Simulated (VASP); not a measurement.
# Tm3BF (Pm-3m) in VASP: a series of runs

The runs below take Tm3BF through single point, relaxation of cell and atoms, with PBE.

Everything below comes from runs of VASP 6.6.1. Logs are shortened: lines on timing, memory, paths and dates and some standing lists are left out, and cuts for length are marked.

### Step 1. The cell of the first run

It takes space group Pm-3m (No. 221, cubic). The conventional cell has a = 4.547 Å, b = 4.547 Å, c = 4.547 Å, α = 90.00°, β = 90.00°, γ = 90.00°. Tm (site symmetry 4/mmm) has 2 F at 2.27 Å within 3.0 Å. Within 4.2 Å of B (site symmetry m-3m) lie 12 Tm at 3.21 Å and 8 F at 3.94 Å. Within 3.0 Å of F (site symmetry m-3m) lie 6 Tm at 2.27 Å.

The cell was built from a structure type or drawn by symmetry, and may not be a known phase.

### Step 2. Single point, PBE

INCAR

```
SYSTEM = Tm3BF
PREC     = Accurate       ! precision mode
ENCUT    = 600            ! plane-wave cutoff, eV
EDIFF    = 1E-6           ! SCF threshold, eV
ISMEAR   = 0              ! smearing method
SIGMA    = 0.1            ! smearing width, eV
LREAL    = .False.        ! projectors in reciprocal space
LASPH    = .True.         ! aspherical terms in the spheres
NELM     = 200            ! most SCF steps
ALGO     = Normal         ! electronic algorithm
ISIF     = 2              ! what is computed and relaxed
LWAVE    = .False.        ! write WAVECAR
LCHARG   = .False.        ! write CHGCAR
GGA      = PE             ! functional
NBANDS   = 48             ! bands
GGA_COMPAT= .False.      
LMAXMIX  = 6              ! l up to which the mixer works
```

KPOINTS

```
Automatic mesh
0
Gamma
  8 8 8
  0 0 0
```

POSCAR

```
Tm3BF
1.0
    4.5465666600      0.0000000000      0.0000000000
    0.0000000000      4.5465666600      0.0000000000
    0.0000000000      0.0000000000      4.5465666600
Tm B F
3 1 1
Direct
    0.5000000000      0.0000000000      0.0000000000
    0.0000000000      0.5000000000      0.0000000000
    0.0000000000      0.0000000000      0.5000000000
    0.5000000000      0.5000000000      0.5000000000
    0.0000000000      0.0000000000      0.0000000000
```

Potentials or basis: VASP PAW PBE potentials, release 64 (Tm, B, F).

Run with:

```bash
$ cat potpaw_PBE.64/Tm/POTCAR potpaw_PBE.64/B/POTCAR potpaw_PBE.64/F/POTCAR > POTCAR
$ mpirun -np 1 vasp_std > vasp.out
```

OUTCAR:

```text
SYSTEM = Tm3BF
   PREC = Accurate
   ENCUT = 600
   EDIFF = 1E-6
   ISMEAR = 0
   LREAL = .False.
   LASPH = .True.
   NELM = 200
   ISIF = 2
   GGA = PE

 ion  position               nearest neighbor table
   1  0.500  0.000  0.000-   5 2.27   5 2.27   2 3.21   3 3.21   2 3.21   2 3.21   3 3.21   3 3.21
                             3 3.21   2 3.21
   2  0.000  0.500  0.000-   5 2.27   5 2.27   1 3.21   3 3.21   1 3.21   3 3.21   3 3.21   3 3.21
                             1 3.21   1 3.21
   3  0.000  0.000  0.500-   5 2.27   5 2.27   1 3.21   1 3.21   2 3.21   2 3.21   2 3.21   2 3.21
                             1 3.21   1 3.21
   4  0.500  0.500  0.500-
   5  0.000  0.000  0.000-   1 2.27   2 2.27   3 2.27   3 2.27   2 2.27   1 2.27

  LATTYP: Found a simple cubic cell.
 ALAT       =     4.5465666600

  Lattice vectors:

 A1 = (   4.5465666600,   0.0000000000,   0.0000000000)
 A2 = (   0.0000000000,   4.5465666600,   0.0000000000)
 A3 = (   0.0000000000,   0.0000000000,   4.5465666600)

Analysis of symmetry for initial positions (statically):
=====================================================================
 Subroutine PRICEL returns:
 Original cell was already a primitive cell.

 Routine SETGRP: Setting up the symmetry group for a
 simple cubic supercell.

 Subroutine GETGRP returns: Found 48 space group operations
 (whereof 48 operations were pure point group operations)
 out of a pool of 48 trial point group operations.

The static configuration has the point symmetry O_h .

Analysis of symmetry for dynamics (positions and initial velocities):
=====================================================================
 Subroutine PRICEL returns:
 Original cell was already a primitive cell.

 Routine SETGRP: Setting up the symmetry group for a
 simple cubic supercell.

 Subroutine GETGRP returns: Found 48 space group operations
 (whereof 48 operations were pure point group operations)
 out of a pool of 48 trial point group operations.

The dynamic configuration has the point symmetry O_h .

 Subroutine INISYM returns: Found 48 space group operations
 (whereof 48 operations are pure point group operations),
 and found     1 'primitive' translations

----------------------------------------------------------------------------------------

                                     Primitive cell
[... 96 lines left out ...]
   NELM   =    200;   NELMIN=  2; NELMDL= -5     # of ELM steps
   EDIFF  = 0.1E-05   stopping-criterion for ELM
   LREAL  =      F    real-space projection
   EDIFFG = 0.1E-04   stopping-criterion for IOM
   NSW    =      0    number of steps for IOM
   IBRION =     -1    ionic relax: 0-MD 1-quasi-New 2-CG
   NFREE  =      0    steps in history (QN), initial steepest desc. (CG)
   ISIF   =      2    stress and relaxation
   ISYM   =      2    0-nonsym 1-usesym 2-fastsym
   POTIM  = 0.5000    time-step for ionic-motion
   TEBEG  =    0.0;   TEEND  =   0.0 temperature during run
   PSTRESS=    0.0 pullay stress
   NELECT =      79.0000    total number of electrons
   NUPDOWN=      -1.0000    fix difference up-down
   EMIN   =  10.00;   EMAX   =-10.00  energy-range for DOS
   EFERMI =   0.00;   METHOD = LEGACY
   ISMEAR =     0;   SIGMA  =   0.10  broadening in eV -4-tet -1-fermi 0-gaus
   EFERMI_NEDOS =   21; number of points for ismear=-14 and -15
   IALGO  =     38    algorithm
   IMIX   =      4    mixing-type and parameters
     AMIX     =   0.40;   BMIX     =  1.00
     AMIX_MAG =   1.60;   BMIX_MAG =  1.00
  volume/ion in A,a.u.               =      18.80       126.85
  Fermi-wavevector in a.u.,A,eV,Ry     =   1.545018  2.919661 32.478217  2.387082
  Thomas-Fermi vector in A             =   2.650457
   LORBIT       =      0    0 simple, 1 ext, 2 COOP (PROOUT), +10 PAW based schemes
   GGA     = PE    functional components
   LHFCALC =     F    Hartree Fock is set to
   AEXX    =    0.0000 exact exchange contribution
   IVDW    =     0    specifies the selected vdW correction
   LEPSILON=     F    determine dielectric tensor
   LRPA    =     F    only Hartree local field effects (RPA)
 non-spin polarized calculation
 Gauss-broadening in eV      SIGMA  =   0.10
  energy-cutoff  :      600.00
  volume of cell :       93.98
 maximum number of plane-waves:      3178
   NGX = 19   NGY = 19   NGZ = 19

 number of electron      79.0000056 magnetization

 Free energy of the ion-electron system (eV)
  ---------------------------------------------------
  ext. energy  EPLUGINS =         0.00000000
  ---------------------------------------------------
  free energy    TOTEN  =       -22.04639340 eV

  energy without entropy =      -21.80304942  energy(sigma->0) =      -21.92472141

 E-fermi :   3.2709     XC(G=0): -11.0237

 val. band max:        3.2689877751   @ k =   0.1250   0.0000   0.0000
 cond. band min:       3.2709587078   @ k =   0.1250   0.1250   0.1250
 fundamental gap:      0.0019709327
 Fermi energy:         3.2708687520

 k-point     1 :       0.0000    0.0000    0.0000
  band No.  band energies     occupation
      1     -46.6582      2.00000
      2     -46.5104      2.00000
      3     -46.5104      2.00000
      4     -25.5672      2.00000
      5     -20.8239      2.00000
      6     -20.8239      2.00000
[... 1213 lines left out ...]
     47       6.7973      0.00000
     48       7.6334      0.00000

 [... further k-points ...]

------------------------ aborting loop because EDIFF is reached ----------------------------------------

  FORCE on cell =-STRESS in cart. coord.  units (eV):
  Direction    XX          YY          ZZ          XY          YZ          ZX
  --------------------------------------------------------------------------------------
  -------------------------------------------------------------------------------------
  Total        2.0537165      2.0537165      2.0537165     -0.0000000     -0.0000000      0.0000000
  in kB       35.0106667     35.0106667     35.0106667     -0.0000000     -0.0000000      0.0000000
  external PRESSURE =      35.0106667 kB  Pullay stress =       0.0000000 kB

 VOLUME and BASIS-vectors are now :
 -----------------------------------------------------------------------------
  energy-cutoff  :      600.00
  volume of cell :       93.98
      direct lattice vectors                 reciprocal lattice vectors
     4.546566660  0.000000000  0.000000000     0.219946187  0.000000000  0.000000000
     0.000000000  4.546566660  0.000000000     0.000000000  0.219946187  0.000000000
     0.000000000  0.000000000  4.546566660     0.000000000  0.000000000  0.219946187

 POSITION                                       TOTAL-FORCE (eV/Angst)
 -----------------------------------------------------------------------------------
      2.27328      0.00000      0.00000         0.000000      0.000000      0.000000
      0.00000      2.27328      0.00000         0.000000      0.000000      0.000000
      0.00000      0.00000      2.27328         0.000000      0.000000      0.000000
      2.27328      2.27328      2.27328         0.000000      0.000000      0.000000
      0.00000      0.00000      0.00000         0.000000      0.000000      0.000000
 -----------------------------------------------------------------------------------
    total drift:                                0.000000      0.000000     -0.000000

  FREE ENERGIE OF THE ION-ELECTRON SYSTEM (eV)
  ---------------------------------------------------
  free  energy   TOTEN  =       -22.0463933982 eV

  energy  without entropy=      -21.8030494179  energy(sigma->0) =      -21.92472141
```

It took 3.5 min on 1 thread of Intel Xeon 6975P-C (Granite Rapids), shared host; peak memory 0.33 GiB.

What came out:

```yaml
Free_energy: -22.0464 eV
Pressure: 3.5 GPa
Band_gap_on_the_k_mesh: zero (an odd number of electrons rules out a gap without spin polarisation)
```

Levels at points of the mesh, in eV from the Fermi level:
```tsv
k point	band 38	band 39	band 40	band 41	band 42	band 43
(0.00, 0.00, 0.00)	-0.08	-0.08	-0.08	-0.06	-0.06	-0.06
(0.50, 0.00, 0.00)	-0.07	-0.07	0.04	0.04	0.49	1.67
(0.50, 0.50, 0.00)	-0.10	-0.08	-0.06	0.01	2.03	2.13
(0.50, 0.50, 0.50)	-0.03	0.09	0.09	0.09	0.14	0.14
```

Caveat: the cell stands under pressure; spin-orbit coupling is left out, which moves the levels of the heavy elements; an odd number of electrons without spin polarisation forces a metal; a magnetic or distorted state may lie lower; the run has no spin polarisation, though such a crystal can be magnetic; semilocal functionals describe open f shells poorly, which spoils levels, moments and volumes. Spin polarisation is off, so any magnetic state and its effect on volume and gap are missing.

[end of part 1 of 2]
